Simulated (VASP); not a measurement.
# KP4 (Cmmm) in VASP: single point with PBE

Aim: the single point of KP4 with PBE.

All numbers are computed with VASP 6.6.1; they aren't measurements. Logs are shortened: lines on timing, memory, paths and dates and some standing lists are left out, and cuts for length are marked.

## (1) The cell of the first run

The structure is orthorhombic, space group Cmmm (No. 65). The conventional cell has a = 3.333 Å, b = 10.925 Å, c = 3.466 Å, α = 90.00°, β = 90.00°, γ = 90.00°. K (site symmetry mmm) has 14 P at 2.61 to 3.33 Å and 2 K at 3.33 Å within 3.4 Å. Within 2.7 Å of P (site symmetry m2m) lie 3 P at 2.05 Å and 4 K at 2.61 Å. Within 2.7 Å of P (site symmetry m2m) lie 4 P at 2.05 Å.

## (2) Single point, PBE

Contents of INCAR:

```
SYSTEM = KP4
ALGO = Normal
EDIFF = 1E-7
ENCUT = 520
GGA = PE
ISIF = 2
ISMEAR = 0
LASPH = .True.
LCHARG = .False.
LREAL = .False.
LWAVE = .False.
NBANDS = 22
NELM = 80
PREC = Accurate
SIGMA = 0.1
```

Contents of KPOINTS:

```
k-points
0
Gamma
  6 6 6
  0 0 0
```

Contents of POSCAR:

```
KP4
1.0
    1.6662545000     -5.4622914200      0.0000000000
    1.6662545000      5.4622914200      0.0000000000
    0.0000000000      0.0000000000      3.4662787200
K P
1 4
Direct
    0.5000000000      0.5000000000      0.0000000000
    0.0940261200      0.9059738800      0.5000000000
    0.9059738800      0.0940261200      0.5000000000
    0.1949989000      0.8050011000      0.0000000000
    0.8050011000      0.1949989000      0.0000000000
```

Potentials or basis: VASP PAW PBE potentials, release 64 (K_sv, P).

On the command line:

```sh
> cat potpaw_PBE.64/K_sv/POTCAR potpaw_PBE.64/P/POTCAR > POTCAR
> mpirun -np 1 vasp_std > vasp.out
```

OUTCAR:

```text
SYSTEM = KP4
   EDIFF = 1E-7
   ENCUT = 520
   GGA = PE
   ISIF = 2
   ISMEAR = 0
   LASPH = .True.
   LREAL = .False.
   NELM = 80
   PREC = Accurate

 ion  position               nearest neighbor table
   1  0.500  0.500  0.000-   2 2.61   2 2.61   3 2.61   3 2.61   2 2.61   2 2.61   3 2.61   3 2.61
                             4 2.70   5 2.70   5 2.70   4 2.70   4 3.33   5 3.33
   2  0.094  0.906  0.500-   3 2.05   4 2.05   4 2.05   1 2.61   1 2.61   1 2.61   1 2.61
   3  0.906  0.094  0.500-   2 2.05   5 2.05   5 2.05   1 2.61   1 2.61   1 2.61   1 2.61
   4  0.195  0.805  0.000-   5 2.05   5 2.05   2 2.05   2 2.05   1 2.70   1 2.70   1 3.33
   5  0.805  0.195  0.000-   4 2.05   4 2.05   3 2.05   3 2.05   1 2.70   1 2.70   1 3.33

  LATTYP: Found a base centered orthorhombic cell.
 ALAT       =     3.3325090000
 B/A-ratio  =     3.2781855473
 C/A-ratio  =     1.0401408428

  Lattice vectors:

 A1 = (   1.6662545000,  -5.4622914200,   0.0000000000)
 A2 = (   1.6662545000,   5.4622914200,   0.0000000000)
 A3 = (   0.0000000000,   0.0000000000,   3.4662787200)

Analysis of symmetry for initial positions (statically):
=====================================================================
 Subroutine PRICEL returns:
 Original cell was already a primitive cell.

 Routine SETGRP: Setting up the symmetry group for a
 base centered orthorhombic supercell.

 Subroutine GETGRP returns: Found  8 space group operations
 (whereof  8 operations were pure point group operations)
 out of a pool of  8 trial point group operations.

The static configuration has the point symmetry D_2h.

Analysis of symmetry for dynamics (positions and initial velocities):
=====================================================================
 Subroutine PRICEL returns:
 Original cell was already a primitive cell.

 Routine SETGRP: Setting up the symmetry group for a
 base centered orthorhombic supercell.

 Subroutine GETGRP returns: Found  8 space group operations
 (whereof  8 operations were pure point group operations)
 out of a pool of  8 trial point group operations.

The dynamic configuration has the point symmetry D_2h.

 Subroutine INISYM returns: Found  8 space group operations
 (whereof  8 operations are pure point group operations),
 and found     1 'primitive' translations

----------------------------------------------------------------------------------------

                                     Primitive cell

  volume of cell :      63.0971

  direct lattice vectors                    reciprocal lattice vectors
     1.666254500 -5.462291420  0.000000000     0.300074208 -0.091536676  0.000000000
     1.666254500  5.462291420  0.000000000     0.300074208  0.091536676  0.000000000
     0.000000000  0.000000000  3.466278720     0.000000000  0.000000000  0.288493823

  length of vectors
     5.710782049  5.710782049  3.466278720     0.313725188  0.313725188  0.288493823

  position of ions in fractional coordinates (direct lattice)
     0.500000000  0.500000000  0.000000000
     0.094026120  0.905973880  0.500000000
     0.905973880  0.094026120  0.500000000
     0.194998900  0.805001100  0.000000000
     0.805001100  0.194998900  0.000000000

  ion indices of the primitive-cell ions
   primitive index   ion index
                 1           1
                 2           2
                 3           3
                 4           4
                 5           5

----------------------------------------------------------------------------------------

 KPOINTS: k-points

Automatic generation of k-mesh.
 Grid dimensions read from file:
 generate k-points for:    6    6    6

 Generating k-lattice:

  Cartesian coordinates                     Fractional coordinates (reciprocal lattice)
     0.050012368 -0.015256113  0.000000000     0.166666667  0.000000000  0.000000000
     0.050012368  0.015256113  0.000000000     0.000000000  0.166666667  0.000000000
     0.000000000  0.000000000  0.048082304     0.000000000  0.000000000  0.166666667

  Length of vectors
     0.052287531  0.052287531  0.048082304

  Shift w.r.t. Gamma in fractional coordinates (k-lattice)
     0.000000000  0.000000000  0.000000000

 Subroutine IBZKPT returns following result:
 ===========================================

 Found     52 irreducible k-points:

 Following reciprocal coordinates:
            Coordinates               Weight
  0.000000  0.000000  0.000000      1.000000
  0.166667  0.000000  0.000000      4.000000
  0.333333  0.000000  0.000000      4.000000
  0.500000  0.000000  0.000000      2.000000
  0.166667  0.166667  0.000000      2.000000
  0.333333  0.166667  0.000000      4.000000
[... 16 lines left out ...]
  0.333333  0.333333  0.166667      4.000000
  0.500000  0.333333  0.166667      8.000000
 [... further k-points ...]
   k-points           NKPTS =     52   k-points in BZ     NKDIM =     52   number of bands    NBANDS=     22
   number of dos      NEDOS =    301   number of ions     NIONS =      5
   total plane-waves  NPLWV =  49392
   dimension x,y,z NGX =    42 NGY =   42 NGZ =   28
   dimension x,y,z NGXF=    84 NGYF=   84 NGZF=   56
   ions per type =               1   4
   NGX,Y,Z   is equivalent  to a cutoff of  12.23, 12.23, 13.43 a.u.
   NGXF,Y,Z  is equivalent  to a cutoff of  24.45, 24.45, 26.86 a.u.
 SYSTEM =  KP4
   PREC   = accura    normal or accurate (medium, high low for compatibility)
   ISTART =      0    job   : 0-new  1-cont  2-samecut
   ICHARG =      2    charge: 1-file 2-atom 10-const
   ISPIN  =      1    spin polarized calculation?
   LNONCOLLINEAR =      F non collinear calculations
   LSORBIT =      F    spin-orbit coupling
   LASPH  =      T    aspherical Exc in radial PAW
   ENCUT  =  520.0 eV  38.22 Ry    6.18 a.u.  10.62 10.62  6.44*2*pi/ulx,y,z
   NELM   =     80;   NELMIN=  2; NELMDL= -5     # of ELM steps
   EDIFF  = 0.1E-06   stopping-criterion for ELM
   LREAL  =      F    real-space projection
   EDIFFG = 0.1E-05   stopping-criterion for IOM
   NSW    =      0    number of steps for IOM
   IBRION =     -1    ionic relax: 0-MD 1-quasi-New 2-CG
   NFREE  =      0    steps in history (QN), initial steepest desc. (CG)
   ISIF   =      2    stress and relaxation
   ISYM   =      2    0-nonsym 1-usesym 2-fastsym
   POTIM  = 0.5000    time-step for ionic-motion
   TEBEG  =    0.0;   TEEND  =   0.0 temperature during run
   PSTRESS=    0.0 pullay stress
   NELECT =      29.0000    total number of electrons
   NUPDOWN=      -1.0000    fix difference up-down
   EMIN   =  10.00;   EMAX   =-10.00  energy-range for DOS
   EFERMI =   0.00;   METHOD = LEGACY
   ISMEAR =     0;   SIGMA  =   0.10  broadening in eV -4-tet -1-fermi 0-gaus
   EFERMI_NEDOS =   21; number of points for ismear=-14 and -15
   IALGO  =     38    algorithm
   IMIX   =      4    mixing-type and parameters
     AMIX     =   0.40;   BMIX     =  1.00
     AMIX_MAG =   1.60;   BMIX_MAG =  1.00
  volume/ion in A,a.u.               =      12.62        85.16
  Fermi-wavevector in a.u.,A,eV,Ry     =   1.263390  2.387462 21.717014  1.596156
  Thomas-Fermi vector in A             =   2.396750
   LORBIT       =      0    0 simple, 1 ext, 2 COOP (PROOUT), +10 PAW based schemes
   GGA     = PE    functional components
   LHFCALC =     F    Hartree Fock is set to
   AEXX    =    0.0000 exact exchange contribution
   IVDW    =     0    specifies the selected vdW correction
   LEPSILON=     F    determine dielectric tensor
   LRPA    =     F    only Hartree local field effects (RPA)
 non-spin polarized calculation
 Gauss-broadening in eV      SIGMA  =   0.10
  energy-cutoff  :      520.00
  volume of cell :       63.10
 maximum number of plane-waves:      1716
   NGX = 21   NGY = 21   NGZ = 13

 number of electron      29.0000000 magnetization

 Free energy of the ion-electron system (eV)
  ---------------------------------------------------
  ext. energy  EPLUGINS =         0.00000000
  ---------------------------------------------------
  free energy    TOTEN  =       -14.09239087 eV

  energy without entropy =      -14.08020553  energy(sigma->0) =      -14.08629820

 E-fermi :  10.7606     XC(G=0): -11.8774

 val. band max:       10.7593716479   @ k =  -0.1667   0.1667   0.3333
 cond. band min:      10.7701859734   @ k =   0.3333   0.0000   0.5000
 fundamental gap:      0.0108143255
 Fermi energy:        10.7606190678

 k-point     1 :       0.0000    0.0000    0.0000
  band No.  band energies     occupation
      1     -19.6402      2.00000
      2      -7.2032      2.00000
      3      -5.5073      2.00000
      4      -3.3518      2.00000
      5      -3.3311      2.00000
      6      -2.0713      2.00000
[... 14 lines left out ...]
     21      16.2127      0.00000
     22      16.9662      0.00000

 k-point     2 :       0.1667    0.0000    0.0000
  band No.  band energies     occupation
      1     -19.5906      2.00000
      2      -7.1599      2.00000
      3      -5.3027      2.00000
      4      -3.9127      2.00000
      5      -3.2374      2.00000
      6      -1.6013      2.00000
[... 14 lines left out ...]
     21      14.9184      0.00000
     22      17.1656      0.00000

 k-point     3 :       0.3333    0.0000    0.0000
  band No.  band energies     occupation
      1     -19.4886      2.00000
      2      -7.1310      2.00000
      3      -5.2229      2.00000
      4      -3.4991      2.00000
      5      -3.0378      2.00000
      6      -2.7981      2.00000
[... 14 lines left out ...]
     21      16.3944      0.00000
     22      17.5098      0.00000
[... 476 lines left out ...]
 k-point    23 :       0.3333    0.3333    0.1667
  band No.  band energies     occupation
      1     -19.4615      2.00000
      2      -6.4469      2.00000
      3      -6.1256      2.00000
      4      -3.4845      2.00000
      5      -2.9289      2.00000
      6      -1.7819      2.00000
[... 14 lines left out ...]
     21      15.6934      0.00000
     22      15.8072      0.00000

 k-point    24 :       0.5000    0.3333    0.1667
  band No.  band energies     occupation
      1     -19.5575      2.00000
      2      -7.0431      2.00000
      3      -5.5913      2.00000
      4      -3.6951      2.00000
      5      -2.9158      2.00000
      6      -2.0777      2.00000
[... 14 lines left out ...]
     21      15.4925      0.00000
     22      17.1558      0.00000

 [... further k-points ...]
[... 5 lines left out ...]
  --------------------------------------------------------------------------------------
  -------------------------------------------------------------------------------------
  Total       25.9866267     29.1442601     29.8198206      0.0000000      0.0000000      0.0000000
  in kB      659.8584946    740.0378578    757.1918492      0.0000000      0.0000000      0.0000000
  external PRESSURE =     719.0294005 kB  Pullay stress =       0.0000000 kB

 VOLUME and BASIS-vectors are now :
 -----------------------------------------------------------------------------
  energy-cutoff  :      520.00
  volume of cell :       63.10
      direct lattice vectors                 reciprocal lattice vectors
     1.666254500 -5.462291420  0.000000000     0.300074208 -0.091536676  0.000000000
     1.666254500  5.462291420  0.000000000     0.300074208  0.091536676  0.000000000
     0.000000000  0.000000000  3.466278720     0.000000000  0.000000000  0.288493823

 POSITION                                       TOTAL-FORCE (eV/Angst)
 -----------------------------------------------------------------------------------
      1.66625      0.00000      0.00000         0.000000     -0.000000      0.000000
      1.66625      4.43510      1.73314         0.000000     -2.140259      0.000000
      1.66625     -4.43510      1.73314         0.000000      2.140259      0.000000
      1.66625      3.33201      0.00000         0.000000     -1.457213     -0.000000
      1.66625     -3.33201      0.00000         0.000000      1.457213      0.000000
 -----------------------------------------------------------------------------------
    total drift:                                0.000000     -0.000000     -0.000000

  FREE ENERGIE OF THE ION-ELECTRON SYSTEM (eV)
  ---------------------------------------------------
  free  energy   TOTEN  =       -14.0923908691 eV

  energy  without entropy=      -14.0802055267  energy(sigma->0) =      -14.08629820
```

Wall time 97 s (1 thread of Intel Xeon Platinum 8488C (Sapphire Rapids), shared host); peak memory 0.24 GiB.

What came out:

```yaml
Free_energy: -14.0924 eV
Pressure: 71.9 GPa
Largest_force: 2.140 eV/Å
```

Forces on the atoms (eV/Å):
```
K    0.000  0.000  0.000
P    0.000 -2.140  0.000
P    0.000  2.140  0.000
P    0.000 -1.457  0.000
P    0.000  1.457  0.000
```

Caveat: forces of over 1 eV/Å act on the atoms, so gaps and moduli don't describe the material at rest.
